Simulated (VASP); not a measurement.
# In2O3 (Ia-3) in VASP: relaxation of volume and atoms at fixed shape with r2SCAN

Aim: the relaxation of volume and atoms at fixed shape of In2O3 with r2SCAN.

Program: VASP 6.6.1. These are calculated values, not measurements. Logs are shortened: lines on timing, memory, paths and dates and some standing lists are left out, and cuts for length are marked.

### 1 The cell of the first run

It takes space group Ia-3 (No. 206, cubic). Conventional cell: a = 10.117 Å, b = 10.117 Å, c = 10.117 Å, α = 90.00°, β = 90.00°, γ = 90.00°. In (site symmetry -3) has 6 O at 2.16 Å within 2.9 Å. Within 2.8 Å of In (site symmetry 2) lie 6 O at 2.13 to 2.25 Å. Within 3.0 Å of O (site symmetry 1) lie 4 In at 2.13 to 2.25 Å and 5 O at 2.80 to 2.91 Å.

### 2 Relaxation of volume and atoms at fixed shape, r2SCAN

Input file POSCAR:

```
In2O3
1.0
   -5.0585000000      5.0585000000      5.0585000000
    5.0585000000     -5.0585000000      5.0585000000
    5.0585000000      5.0585000000     -5.0585000000
In O
16 24
Direct
    0.5000000000      0.5000000000      0.5000000000
    0.5000000000      0.0000000000      0.0000000000
    0.0000000000      0.5000000000      0.0000000000
    0.0000000000      0.0000000000      0.5000000000
    0.2500000000      0.7163000000      0.4663000000
    0.7500000000      0.7837000000      0.0337000000
    0.4663000000      0.2500000000      0.7163000000
    0.0337000000      0.7500000000      0.7837000000
    0.7163000000      0.4663000000      0.2500000000
    0.7837000000      0.0337000000      0.7500000000
    0.7500000000      0.2837000000      0.5337000000
    0.2500000000      0.2163000000      0.9663000000
    0.5337000000      0.7500000000      0.2837000000
    0.9663000000      0.2500000000      0.2163000000
    0.2837000000      0.5337000000      0.7500000000
    0.2163000000      0.9663000000      0.2500000000
    0.5354000000      0.7708000000      0.5470000000
    0.7238000000      0.9884000000      0.9530000000
    0.9646000000      0.5116000000      0.2354000000
    0.7762000000      0.7292000000      0.2646000000
    0.5470000000      0.5354000000      0.7708000000
    0.9530000000      0.7238000000      0.9884000000
    0.2354000000      0.9646000000      0.5116000000
    0.2646000000      0.7762000000      0.7292000000
    0.7708000000      0.5470000000      0.5354000000
    0.9884000000      0.9530000000      0.7238000000
    0.5116000000      0.2354000000      0.9646000000
    0.7292000000      0.2646000000      0.7762000000
    0.4646000000      0.2292000000      0.4530000000
    0.2762000000      0.0116000000      0.0470000000
    0.0354000000      0.4884000000      0.7646000000
    0.2238000000      0.2708000000      0.7354000000
    0.4530000000      0.4646000000      0.2292000000
    0.0470000000      0.2762000000      0.0116000000
    0.7646000000      0.0354000000      0.4884000000
    0.7354000000      0.2238000000      0.2708000000
    0.2292000000      0.4530000000      0.4646000000
    0.0116000000      0.0470000000      0.2762000000
    0.4884000000      0.7646000000      0.0354000000
    0.2708000000      0.7354000000      0.2238000000
```

Input file INCAR.step1:

```
SYSTEM = In2O3
  PREC = Accurate
  ENCUT = 600
  ISMEAR = 0
  SIGMA = 0.02
  LREAL = Auto
  LASPH = .True.
  NELM = 100
  GGA = PE
  ALGO = Normal
  EDIFF = 1E-4
  LWAVE = .True.
  LCHARG = .False.
  LUSENCCL = .False.
```

Input file INCAR.step2:

```
SYSTEM = In2O3
  PREC = Accurate
  ENCUT = 600
  EDIFF = 1E-6
  ISMEAR = 0
  SIGMA = 0.02
  LREAL = Auto
  LASPH = .True.
  NELM = 100
  ALGO = Normal
  ISIF = 8
  LWAVE = .False.
  LCHARG = .False.
  METAGGA = R2SCAN
  LMIXTAU = .True.
  IBRION = 2
  NSW = 60
  EDIFFG = -0.01
  ISTART = 1
  LUSENCCL = .False.
```

Input file KPOINTS:

```
regular mesh
0
Gamma
  2 2 2
  0 0 0
```

Potentials or basis: VASP PAW PBE potentials, release 64 (In_d, O).

On the command line:

```sh
cat potpaw_PBE.64/In_d/POTCAR potpaw_PBE.64/O/POTCAR > POTCAR
cp INCAR.step1 INCAR
mpirun -np 1 vasp_std > vasp.out
cp INCAR.step2 INCAR
mpirun -np 1 vasp_std > vasp.out
```

OUTCAR:

```text
SYSTEM = In2O3
   PREC = Accurate
   ENCUT = 600
   EDIFF = 1E-6
   ISMEAR = 0
   LREAL = Auto
   LASPH = .True.
   NELM = 100
   ISIF = 8
   METAGGA = R2SCAN
   IBRION = 2
   NSW = 60
   EDIFFG = -0.01
   ISTART = 1

 ion  position               nearest neighbor table
   1  0.500  0.500  0.500-  17 2.16  21 2.16  25 2.16  29 2.16  33 2.16  37 2.16   5 3.34   7 3.34
                             9 3.34  11 3.34  13 3.34  15 3.34   8 3.83  10 3.83   6 3.83  12 3.83
   2  0.500  0.000  0.000-  18 2.16  30 2.16  27 2.16  39 2.16  36 2.16  24 2.16   6 3.34   8 3.34
                             9 3.34  12 3.34  14 3.34  15 3.34  13 3.83   7 3.83  10 3.83  16 3.83
   3  0.000  0.500  0.000-  22 2.16  34 2.16  31 2.16  19 2.16  28 2.16  40 2.16   5 3.34   8 3.34
                            10 3.34  11 3.34  14 3.34  16 3.34  12 3.83   9 3.83  15 3.83   6 3.83
   4  0.000  0.000  0.500-  26 2.16  38 2.16  20 2.16  32 2.16  35 2.16  23 2.16   6 3.34   7 3.34
                            10 3.34  12 3.34  13 3.34  16 3.34   5 3.83   8 3.83  14 3.83  15 3.83
   5  0.250  0.716  0.466-  23 2.13  24 2.13  19 2.19  17 2.19  37 2.25  40 2.25   1 3.34   3 3.34
                            15 3.36  14 3.36  13 3.36  16 3.36   2 3.83   4 3.83   7 3.84   8 3.84
   6  0.750  0.784  0.034-  21 2.13  22 2.13  18 2.19  20 2.19  38 2.25  39 2.25   2 3.34   4 3.34
                            16 3.36  14 3.36  15 3.36  13 3.36   3 3.83   1 3.83   7 3.84   8 3.84
   7  0.466  0.250  0.716-  27 2.13  28 2.13  23 2.19  21 2.19  29 2.25  32 2.25   1 3.34   4 3.34
                            15 3.36  16 3.36  11 3.36  12 3.36   2 3.83   3 3.83   6 3.84   9 3.84
   8  0.034  0.750  0.784-  25 2.13  26 2.13  22 2.19  24 2.19  30 2.25  31 2.25   2 3.34   3 3.34
                            15 3.36  16 3.36  11 3.36  12 3.36   4 3.83   1 3.83   9 3.84  10 3.84
   9  0.716  0.466  0.250-  19 2.13  20 2.13  27 2.19  25 2.19  33 2.25  36 2.25   1 3.34   2 3.34
[... 37 lines left out ...]
  39  0.488  0.765  0.035-  13 2.13   2 2.16  15 2.19   6 2.25
  40  0.271  0.735  0.224-  13 2.13   3 2.16  16 2.19   5 2.25

  LATTYP: Found a body centered cubic cell.
 ALAT       =    10.1170000000

  Lattice vectors:

 A1 = (  -5.0585000000,   5.0585000000,   5.0585000000)
 A2 = (   5.0585000000,  -5.0585000000,   5.0585000000)
 A3 = (   5.0585000000,   5.0585000000,  -5.0585000000)

Analysis of symmetry for initial positions (statically):
=====================================================================
 Subroutine PRICEL returns:
 Original cell was already a primitive cell.

 Routine SETGRP: Setting up the symmetry group for a
 body centered cubic supercell.

 Subroutine GETGRP returns: Found 24 space group operations
 (whereof  6 operations were pure point group operations)
 out of a pool of 48 trial point group operations.

The static configuration has the point symmetry S_6 .
 The point group associated with its full space group is T_h .
[... 196 lines left out ...]
   IVDW    =     0    specifies the selected vdW correction
   LEPSILON=     F    determine dielectric tensor
   LRPA    =     F    only Hartree local field effects (RPA)
 conjugate gradient relaxation of ions
 non-spin polarized calculation
 Gauss-broadening in eV      SIGMA  =   0.02
  energy-cutoff  :      600.00
  volume of cell :      517.76
 maximum number of plane-waves:     17357
 NGX is ok and might be reduce to    70
   NGX = 35   NGY = 35   NGZ = 35

--------------------------------------- Ionic step        1  -------------------------------------------

 number of electron     352.0000043 magnetization

 Free energy of the ion-electron system (eV)
  ---------------------------------------------------
  ext. energy  EPLUGINS =         0.00000000
  ---------------------------------------------------
  free energy    TOTEN  =      -578.60324591 eV

  energy without entropy =     -578.60324591  energy(sigma->0) =     -578.60324591

------------------------ aborting loop because EDIFF is reached ----------------------------------------

  FORCE on cell =-STRESS in cart. coord.  units (eV):
  Direction    XX          YY          ZZ          XY          YZ          ZX
  --------------------------------------------------------------------------------------
  -------------------------------------------------------------------------------------
  Total        8.6379509      8.6379509      8.6379509      0.0000000     -0.0000000      0.0000000
  in kB       26.7298217     26.7298217     26.7298217      0.0000000     -0.0000000      0.0000000
  external PRESSURE =      26.7298217 kB  Pullay stress =       0.0000000 kB
[... 203 lines left out ...]
  FREE ENERGIE OF THE ION-ELECTRON SYSTEM (eV)
  ---------------------------------------------------
  free  energy   TOTEN  =      -578.7352366503 eV

  energy  without entropy=     -578.7352366503  energy(sigma->0) =     -578.73523665

[... ionic steps 4 to 10 ...]

--------------------------------------- Ionic step       11  -------------------------------------------

 number of electron     352.0000001 magnetization

------------------------ aborting loop because EDIFF is reached ----------------------------------------
[... 143 lines left out ...]
--------------------------------------- Ionic step       13  -------------------------------------------

 number of electron     351.9999999 magnetization

 Free energy of the ion-electron system (eV)
  ---------------------------------------------------
  ext. energy  EPLUGINS =         0.00000000
  ---------------------------------------------------
  free energy    TOTEN  =      -578.78499944 eV

  energy without entropy =     -578.78499944  energy(sigma->0) =     -578.78499944

 E-fermi :   5.1345     XC(G=0): -11.6384

 val. band max:        4.9606103702   @ k =   0.0000   0.0000   0.0000
 cond. band min:       6.5934009011   @ k =   0.0000   0.0000   0.0000
 fundamental gap:      1.6327905309
 Fermi energy:         5.1344972515

 k-point     1 :       0.0000    0.0000    0.0000
  band No.  band energies     occupation
      1     -13.6792      2.00000
      2     -13.1008      2.00000
      3     -13.1008      2.00000
      4     -13.0253      2.00000
      5     -13.0253      2.00000
      6     -13.0253      2.00000
[... 562 lines left out ...]
    187      12.0478      0.00000
    188      12.2649      0.00000
 [bands above 188 left out]

------------------------ aborting loop because EDIFF is reached ----------------------------------------

  FORCE on cell =-STRESS in cart. coord.  units (eV):
  Direction    XX          YY          ZZ          XY          YZ          ZX
  --------------------------------------------------------------------------------------
  -------------------------------------------------------------------------------------
  Total       -0.1315404     -0.1315404     -0.1315404      0.0000000      0.0000000      0.0000000
  in kB       -0.4000592     -0.4000592     -0.4000592      0.0000000      0.0000000      0.0000000
  external PRESSURE =      -0.4000592 kB  Pullay stress =       0.0000000 kB
[... 55 lines left out ...]
  FREE ENERGIE OF THE ION-ELECTRON SYSTEM (eV)
  ---------------------------------------------------
  free  energy   TOTEN  =      -578.7849994412 eV

  energy  without entropy=     -578.7849994412  energy(sigma->0) =     -578.78499944

 reached required accuracy - stopping structural energy minimisation
```

OUTCAR.step1:

```text
SYSTEM = In2O3
   PREC = Accurate
   ENCUT = 600
   ISMEAR = 0
   LREAL = Auto
   LASPH = .True.
[... 909 lines left out ...]
      0.34094      0.00000      7.58775        -0.016360     -0.000000     -0.000000
[... 32 lines left out ...]
      1.57623     -1.21809      6.15923        -0.171571      0.262921     -0.107769
      3.48227     -1.21809      3.95777         0.171571      0.262921      0.107769
 -----------------------------------------------------------------------------------
    total drift:                                0.000000      0.000000      0.000000

  FREE ENERGIE OF THE ION-ELECTRON SYSTEM (eV)
  ---------------------------------------------------
  free  energy   TOTEN  =      -222.3220523354 eV

  energy  without entropy=     -222.3220523354  energy(sigma->0) =     -222.32205234
```

OSZICAR.step1:

```text
N       E                     dE             d eps       ncg     rms          rms(c)
DAV:   1     0.681916628895E+04    0.68192E+04   -0.15794E+05  1266   0.263E+03
DAV:   2     0.171230264861E+04   -0.51069E+04   -0.48946E+04  1266   0.798E+02
DAV:   3     0.371413467700E+02   -0.16752E+04   -0.15555E+04  1277   0.358E+02
DAV:   4    -0.252707841125E+03   -0.28985E+03   -0.28290E+03  1716   0.147E+02
DAV:   5    -0.263600237379E+03   -0.10892E+02   -0.10787E+02  1700   0.327E+01    0.459E+01
DAV:   6    -0.221760335394E+03    0.41840E+02   -0.17010E+02  1924   0.645E+01    0.374E+01
DAV:   7    -0.222618040395E+03   -0.85771E+00   -0.16710E+01  1532   0.118E+01    0.929E+00
DAV:   8    -0.222379727610E+03    0.23831E+00   -0.10925E+00  1940   0.374E+00    0.523E+00
DAV:   9    -0.222317698330E+03    0.62029E-01   -0.29899E-01  1828   0.300E+00    0.827E-01
DAV:  10    -0.222317535743E+03    0.16259E-03   -0.62971E-02  1724   0.144E+00    0.299E-01
DAV:  11    -0.222321373134E+03   -0.38374E-02   -0.96444E-03  1764   0.330E-01    0.208E-01
DAV:  12    -0.222322063736E+03   -0.69060E-03   -0.14830E-03  1540   0.160E-01    0.500E-02
DAV:  13    -0.222322052335E+03    0.11401E-04   -0.18222E-04   916   0.483E-02
   1 F= -.22232205E+03 E0= -.22232205E+03  d E =-.721601E-14
```

Run time: 32 min. Hardware: 1 × NVIDIA H100 80GB with 1 thread of AMD EPYC 7R13 (Zen 3), shared host; peak memory 1.8 GiB.

What came out:

```yaml
Free_energy: -578.7850 eV
Relaxed_volume: 13.17 Å³/atom
Relaxed_cell: a = 8.812 Å, b = 8.812 Å, c = 8.812 Å, α = 109.47°, β = 109.47°, γ = 109.47°
Space_group_after_relaxing_to_0.1_Å: Ia-3 (No. 206)
Energy_gained_by_relaxing: 4.5 meV/atom
Ionic_steps: 13
Pressure_after_relaxing: 0.0 GPa
Largest_force_after_relaxing: 0.005 eV/Å
Band_gap_on_the_k_mesh: 1.63 eV
```

Forces on the atoms (eV/Å):
```
In   0.000  0.000  0.000
In   0.000  0.000  0.000
In   0.000  0.000  0.000
In   0.000  0.000  0.000
In  -0.005  0.000  0.000
In   0.005  0.000  0.000
In   0.000 -0.005  0.000
In   0.000  0.005  0.000
In   0.000  0.000 -0.005
In   0.000  0.000  0.005
In   0.005  0.000  0.000
In  -0.005  0.000  0.000
In   0.000  0.005  0.000
In   0.000 -0.005  0.000
In   0.000  0.000  0.005
In   0.000  0.000 -0.005
O    0.002  0.000  0.002
O   -0.002  0.000  0.002
O    0.002  0.000 -0.002
O   -0.002  0.000 -0.002
O    0.002  0.002  0.000
O    0.002 -0.002  0.000
O   -0.002  0.002  0.000
O   -0.002 -0.002  0.000
O    0.000  0.002  0.002
O    0.000  0.002 -0.002
O    0.000 -0.002  0.002
O    0.000 -0.002 -0.002
O   -0.002  0.000 -0.002
O    0.002  0.000 -0.002
O   -0.002  0.000  0.002
O    0.002  0.000  0.002
O   -0.002 -0.002  0.000
O   -0.002  0.002  0.000
O    0.002 -0.002  0.000
O    0.002  0.002  0.000
O    0.000 -0.002 -0.002
O    0.000 -0.002  0.002
O    0.000  0.002 -0.002
O    0.000  0.002  0.002
```

Step by step:
```
step  energy change (eV)  largest force (eV/Å)  pressure (GPa)  volume (Å³)
   1              0.0000                0.3630            2.67       517.76
   2             -0.0863                0.1761           -2.66       534.11
   3             -0.1320                0.2032           -0.73       527.98
   4             -0.1699                0.0797           -0.06       526.29
   5             -0.1713                0.0787            0.12       525.89
   6             -0.1769                0.0466            0.03       526.39
   7             -0.1789                0.0400           -0.09       526.88
   8             -0.1805                0.0174            0.08       526.41
   9             -0.1806                0.0187            0.13       526.27
  10             -0.1810                0.0252           -0.10       527.04
  11             -0.1811                0.0245           -0.06       526.84
  12             -0.1816                0.0167           -0.05       526.81
  13             -0.1818                0.0053           -0.04       526.80
```

Final structure:
```
In O
1.0
    -5.08778    5.08778    5.08778
     5.08778   -5.08778    5.08778
     5.08778    5.08778   -5.08778
In O
16 24
Direct
  0.50000 0.50000 0.50000
  0.50000 0.00000 0.00000
  0.00000 0.50000 0.00000
  0.00000 0.00000 0.50000
  0.25000 0.71614 0.46614
  0.75000 0.78386 0.03386
  0.46614 0.25000 0.71614
  0.03386 0.75000 0.78386
  0.71614 0.46614 0.25000
  0.78386 0.03386 0.75000
  0.75000 0.28386 0.53386
  0.25000 0.21614 0.96614
  0.53386 0.75000 0.28386
  0.96614 0.25000 0.21614
  0.28386 0.53386 0.75000
  0.21614 0.96614 0.25000
  0.53677 0.77228 0.54482
  0.72747 0.99195 0.95518
  0.96323 0.50805 0.23551
  0.77253 0.72772 0.26449
  0.54482 0.53677 0.77228
  0.95518 0.72747 0.99195
  0.23551 0.96323 0.50805
  0.26449 0.77253 0.72772
  0.77228 0.54482 0.53677
  0.99195 0.95518 0.72747
  0.50805 0.23551 0.96323
  0.72772 0.26449 0.77253
  0.46323 0.22772 0.45518
  0.27253 0.00805 0.04482
  0.03677 0.49195 0.76449
  0.22747 0.27228 0.73551
  0.45518 0.46323 0.22772
  0.04482 0.27253 0.00805
  0.76449 0.03677 0.49195
  0.73551 0.22747 0.27228
  0.22772 0.45518 0.46323
  0.00805 0.04482 0.27253
  0.49195 0.76449 0.03677
  0.27228 0.73551 0.22747
```

Levels at points of the mesh, in eV from the valence-band top:
| k point | band 173 | band 174 | band 175 | band 176 | band 177 | band 178 | band 179 | band 180 |
| --- | --- | --- | --- | --- | --- | --- | --- | --- |
| (0.00, 0.00, 0.00) | -0.24 | 0.00 | 0.00 | 0.00 | 1.63 | 6.06 | 6.06 | 6.06 |
| (0.50, 0.00, 0.00) | -0.15 | -0.15 | -0.03 | -0.03 | 3.68 | 3.68 | 5.49 | 5.49 |
| (0.50, 0.50, 0.50) | -0.24 | -0.23 | -0.23 | -0.15 | 4.60 | 4.60 | 4.60 | 4.67 |

Caveat: the k points lie up to 0.44 Å⁻¹ apart in the final cell; the PAW data sets were made with another functional, which shifts forces and pressure a little; spin-orbit coupling is left out, which moves the levels of the heavy elements.
